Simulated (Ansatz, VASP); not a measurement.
## Ta: VASP beside Ansatz

The input POSCAR:

```
Ta
1.0
   -1.6925620000      1.6925620000      1.6512800000
    1.6925620000     -1.6925620000      1.6512800000
    1.6925620000      1.6925620000     -1.6512800000
Ta
1
Direct
    0.0000000000      0.0000000000      0.0000000000
```

Contents of INCAR.step1:

```
PREC     = Accurate       # precision mode
ENCUT    = 520            # plane-wave cutoff, eV
ISMEAR   = 0              # smearing method
SIGMA    = 0.15           # smearing width, eV
LREAL    = F              # projectors in reciprocal space
LASPH    = T              # aspherical terms in the spheres
NELM     = 60             # most SCF steps
NBANDS   = 12             # bands
GGA      = PE             # functional
ALGO     = Normal         # electronic algorithm
EDIFF    = 1E-4           # SCF threshold, eV
LWAVE    = T              # write WAVECAR
LCHARG   = F              # write CHGCAR
```

File INCAR.step2:

```
PREC     = Accurate       # precision mode
ENCUT    = 520            # plane-wave cutoff, eV
EDIFF    = 1E-6           # SCF threshold, eV
ISMEAR   = 0              # smearing method
SIGMA    = 0.15           # smearing width, eV
LREAL    = F              # projectors in reciprocal space
LASPH    = T              # aspherical terms in the spheres
NELM     = 60             # most SCF steps
ALGO     = Normal         # electronic algorithm
ISIF     = 2              # what is computed and relaxed
LWAVE    = F              # write WAVECAR
LCHARG   = T              # write CHGCAR
METAGGA  = R2SCAN         # meta-GGA
LMIXTAU  = T            
LELF     = T              # ELF
LVHAR    = T            
NBANDS   = 12             # bands
ISTART   = 1
```

File KPOINTS:

```
Automatic mesh
0
Gamma
  20 20 20
```

Input for Ansatz:

```yaml
crystal:
  lattice:
    - [-1.692562, 1.692562, 1.65128]
    - [1.692562, -1.692562, 1.65128]
    - [1.692562, 1.692562, -1.65128]
  atoms:
    - { symbol: Ta, position: [0.0, 0.0, 0.0] }
basis:
  ecutwfc: 500
kpoints:
  mp_grid: { grid: [20, 20, 20] }
hamiltonian:
  xc: r2scan
scf:
  occupations: { method: gaussian, width: 0.15 }
output:
  forces: true
  stress: true
  eigenvalues: true
```

Change from the starting cell: strain +0.025 along x and y, +0.000 along z, atoms carried along.

Alike in both runs: task single point; functional r2SCAN; k mesh 20 × 20 × 20; occupations gaussian, width 0.15 eV; no spin polarisation.

```csv
,VASP,Ansatz
version,VASP 6.6.1,Ansatz 0.2.0
potentials or method,"VASP PAW PBE potentials, release 64 (Ta_pv), cutoff 520 eV","scalar-relativistic, plane waves, PAW"
valence electrons in the cell,11,13
```

```csv
,VASP,Ansatz,Ansatz less VASP
gap on the k mesh at the Fermi level (eV),none,none,-
pressure (GPa),-8.2,-8.7,-0.50
"traceless stress, the component that is largest in VASP (GPa)",1.50,1.51,+0.009
```

VASP's potentials were made for PBE, not for r2SCAN. A gap of «none» marks a metal or a gap that the smearing closes. VASP's potentials hold 11 valence electrons a cell and Ansatz's 13, so a difference there can come from the potentials and not from the codes.

Spin-orbit coupling is off throughout.
